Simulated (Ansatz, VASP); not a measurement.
**Two plane-wave programs on MgBe2Te3**

```
Mg Be Te
1.0
     7.72093    0.00000    0.00000
    -3.86047    6.68652    0.00000
     0.00000    0.00000    3.21438
Mg Be Te
1 2 3
Cartesian
  0.0000 0.0000 1.9467
  3.8605 2.2288 2.8170
  0.0000 4.4577 2.8170
  1.9302 3.3433 1.9664
  3.8605 0.0000 1.9664
  -1.9302 3.3433 1.9664
```

Change from the starting cell: species swapped into the ErCo3Ge2 type (P6mm, No. 183).

Alike in both runs: functional PBE; k mesh 3 × 3 × 4; occupations gaussian, width 0.1 eV; no spin polarisation.

Ansatz relaxed the structure, and its values are those at the end. VASP's run is a single point on that final structure, the one shown.

|  | VASP | Ansatz |
| --- | --- | --- |
| version | VASP 6.6.1 | Ansatz 0.2.0 |
| potentials or method | VASP PAW PBE potentials, release 64 (Mg, Be, Te), cutoff 520 eV | scalar-relativistic, plane waves, PAW |
| valence electrons in the cell | 24 | 62 |

VASP gave:

| Quantity | Value |
| --- | --- |
| gap on the k mesh at the Fermi level (eV) | none |
| pressure (GPa) | 0.1 |
| rms of the force components (eV/Å) | 0.007 |

Estimate Ansatz's values.

gap on the k mesh at the Fermi level (eV): none; pressure (GPa): 0.0; rms of the force components (eV/Å): 0.001.

A gap of «none» marks a metal or a gap that the smearing closes. VASP's potentials hold 24 valence electrons a cell and Ansatz's 62, so a difference there can come from the potentials and not from the codes.

The k mesh is coarse, so the values compare programs but aren't converged. Neither program's run includes spin-orbit coupling.
